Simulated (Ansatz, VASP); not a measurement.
# Two plane-wave programs on Pt

```
Pt
1.0
     2.43463    0.00000    0.00000
     0.00000    2.43463    0.00000
     0.00000    0.00000    2.43463
Pt
1
Direct
  0.00000 0.00000 0.00000
```

Change from the starting cell: volume scaled by 0.85, PAW files.

Alike in both runs: task single point; functional LDA; k mesh 17 × 17 × 17; occupations fermi-dirac, width 0.1 eV; no spin polarisation.

|  | VASP | Ansatz |
| --- | --- | --- |
| version | VASP 6.6.1 | Ansatz 0.2.0 |
| potentials or method | VASP PAW LDA potentials, release 64 (Pt) | PAW with Ansatz's default frozen-core files, scalar-relativistic |
| plane-wave cutoff (eV) | 520 | 420 |
| valence electrons in the cell | 10 | 18 |

|  | VASP | Ansatz | Ansatz less VASP |
| --- | --- | --- | --- |
| pressure (GPa) | 58.7 | 57.9 | -0.76 |

LDA's correlation is that of Perdew and Zunger in VASP and of Perdew and Wang (1992) in Ansatz. Both programs put the cell under a high pressure, so it lies far from rest at this level. VASP's potentials hold 10 valence electrons a cell and Ansatz's 18, so a difference there can come from the potentials and not from the codes.

Neither program's run includes spin-orbit coupling.
